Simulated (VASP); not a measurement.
Hf, 8 atoms in the cell. It takes space group P6_3/mmc (No. 194, hexagonal). The conventional cell has a = 3.197 Å, b = 3.197 Å, c = 5.058 Å, α = 90.00°, β = 90.00°, γ = 120.00°. Hf (site symmetry -6m2) has 12 Hf at 3.13 to 3.20 Å within 4.1 Å. 

* Program: VASP 6.6.1
* Task: electric field gradients
* Functional: PBEsol
* Potentials or basis: VASP PAW PBE potentials, release 64 (Hf_pv)
* Cutoff: 520 eV
* k mesh: 4 × 4 × 4
* Occupations: fermi-dirac, width 0.05 eV
* Spin: no spin polarisation
* Dipole correction: no
* Further INCAR settings: ALGO = Normal; EDIFF = 1e-08; NBANDS = 50

Potentials or basis: VASP PAW PBE potentials, release 64 (Hf_pv).

The run is started by

```sh
$ cat potpaw_PBE.64/Hf_pv/POTCAR > POTCAR
$ mpirun -np 1 vasp_std > vasp.out
```

Hardware: 1 thread of Intel(R) Xeon(R) Platinum 8559C (Emerald Rapids) (shared host).

Task: How long does it take, and how much memory?

Result: Run time: 3.3 min on 1 thread of Intel(R) Xeon(R) Platinum 8559C (Emerald Rapids) (shared host), peak memory 0.4 GiB. Counts: scf iterations 16, k points 18.
